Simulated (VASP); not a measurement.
Set up this calculation in VASP 6.6.1, as the native input.

| Quantity | Value |
| --- | --- |
| Task | single point |
| Functional | r2SCAN |
| Potentials or basis | VASP PAW PBE potentials, release 64 (K_sv, Ag) |
| Cutoff | 550 eV |
| k mesh | 3 × 3 × 3 |
| Occupations | fermi-dirac, width 0.05 eV |
| Spin | no spin polarisation |
| Dipole correction | no |
| Further INCAR settings | ALGO = Normal; EDIFF = 1e-06; NBANDS = 27 |

The system is K3Ag.

```
K Ag
1.0
     5.77775    0.00000    0.00000
     0.00000    5.77775    0.00000
     0.00000    0.00000    5.77775
K Ag
3 1
Direct
  0.50093 0.00174 0.99601
  0.00091 0.50155 0.99606
  0.00001 0.00090 0.49570
  0.50130 0.50184 0.49346
```

The input as run:

POSCAR

```
K3Ag
1.0
    5.7777520000      0.0000000000      0.0000000000
    0.0000000000      5.7777520000      0.0000000000
    0.0000000000      0.0000000000      5.7777520000
K Ag
3 1
Direct
    0.5009323434      0.0017412408     -0.0039872830
    0.0009094477      0.5015464703     -0.0039399396
    0.0000066741      0.0008965624      0.4957030136
    0.5012955421      0.5018423307      0.4934606084
```

INCAR.step1

```
SYSTEM = K3Ag
PREC = Accurate
ENCUT = 550
ISMEAR = -1
SIGMA = 0.05
LREAL = .False.
LASPH = .True.
NELM = 120
NBANDS = 27
GGA = PE
ALGO = Normal
EDIFF = 1E-5
LWAVE = .True.
LCHARG = .False.
GGA_COMPAT = .False.
```

INCAR.step2

```
SYSTEM = K3Ag
PREC = Accurate
ENCUT = 550
EDIFF = 1E-6
ISMEAR = -1
SIGMA = 0.05
LREAL = .False.
LASPH = .True.
NELM = 120
ALGO = Normal
ISIF = 2
LWAVE = .False.
LCHARG = .False.
METAGGA = R2SCAN
LMIXTAU = .True.
NBANDS = 27
ISTART = 1
GGA_COMPAT = .False.
```

KPOINTS

```
Automatic mesh
0
Gamma
  3 3 3
  0 0 0
```

Potentials or basis: VASP PAW PBE potentials, release 64 (K_sv, Ag).

Launch:

```bash
$ cat potpaw_PBE.64/K_sv/POTCAR potpaw_PBE.64/Ag/POTCAR > POTCAR
$ cp INCAR.step1 INCAR
$ mpirun -np 1 vasp_std > vasp.out
$ cp INCAR.step2 INCAR
$ mpirun -np 1 vasp_std > vasp.out
```

Results of the run:

```
Pressure : 0.0 GPa
```

Caveat: the k points lie up to 0.36 Å⁻¹ apart; the PAW data sets were made with another functional, which shifts forces and pressure a little.

Wall time 2.5 min on 1 thread of Intel(R) Xeon(R) 6975P-C (Granite Rapids), with other jobs on the host, peak memory 0.38 GiB.
